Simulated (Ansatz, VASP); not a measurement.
# Two plane-wave programs on Mg2Si3N3

```xyz
8
Lattice="2.8876 -3.3504 -0.4168 2.8842 3.3552 -0.3952 -0.7556 -0.0147 5.8991" Properties=species:S:1:pos:R:3 pbc="T T T"
Mg    4.3731   -0.0062    3.0278
Mg    1.4716   -0.0107    4.0360
Si    2.5597   -1.5541    1.2517
Si   -1.2170   -0.0003    0.4036
Si    2.5580    1.5514    1.2617
N     2.8013    0.0016    0.3739
N     4.1375   -1.8395    2.0416
N     4.1357    1.8330    2.0531
```

Change from the starting cell: cell x1, atoms moved at random (sigma 0.1 Å) and cell strained at random (1.5 %), then relaxed without symmetry.

Alike in both runs: functional PBE; k mesh 6 × 6 × 4; occupations gaussian, width 0.2 eV; no spin polarisation.

Ansatz relaxed the structure, and its values are those at the end. VASP's run is a single point on that final structure, the one shown.

|  | VASP | Ansatz |
| --- | --- | --- |
| version | VASP 6.6.1 | Ansatz 0.2.0 |
| potentials or method | VASP PAW PBE potentials, release 64 (Mg, Si, N), cutoff 600 eV | scalar-relativistic, plane waves, PAW |
| valence electrons in the cell | 31 | 47 |

Ansatz gave:

| Property | Result |
| --- | --- |
| gap on the k mesh at the Fermi level (eV) | none |
| pressure (GPa) | 0.0 |
| rms of the force components (eV/Å) | 0.002 |

**Question.** What did VASP give for the same quantities?

**Answer.** gap on the k mesh at the Fermi level (eV): none; pressure (GPa): -0.2; rms of the force components (eV/Å): 0.004.

A gap of «none» marks a metal or a gap that the smearing closes. VASP's potentials hold 31 valence electrons a cell and Ansatz's 47, so a difference there can come from the potentials and not from the codes.
